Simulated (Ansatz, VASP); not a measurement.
Two plane-wave programs on C

```xyz
4
Lattice="1.3191 -2.2245 0.0000 1.3191 2.2245 0.0000 0.0000 0.0000 9.0675" Properties=species:S:1:pos:R:3 pbc="T T T"
C     1.3191    1.8537    6.8034
C     1.3191   -0.3707    2.2641
C     1.3191   -1.8537    2.2641
C     1.3191    0.3707    6.8034
```

Change from the starting cell: volume 13.304 Å^3 an atom, stretch along a over the lengths across it, relative to the relaxed cell 1.0271.

Alike in both runs: task single point; functional PBE; k mesh 21 × 21 × 6; occupations gaussian, width 0.15 eV; no spin polarisation.

```csv
,VASP,Ansatz
version,VASP 6.6.1,Ansatz 0.2.0
potentials or method,"VASP PAW PBE potentials, release 64 (C), cutoff 520 eV","scalar-relativistic, plane waves, PAW"
valence electrons in the cell,16,16
```

VASP gave:

- gap on the k mesh at the Fermi level (eV): 0.19
- least direct gap on the mesh (eV): 0.19
- pressure (GPa): -25.6
- traceless stress, the component that is largest in VASP (GPa): 25.54
- rms of the force components (eV/Å): 0.011

Q: Estimate Ansatz's values.

A: gap on the k mesh at the Fermi level (eV): 0.19; least direct gap on the mesh (eV): 0.19; pressure (GPa): -25.8; traceless stress, the component that is largest in VASP (GPa): 25.81; rms of the force components (eV/Å): 0.016.

Atom by atom the forces differ by 0.004 eV/Å (rms over components).
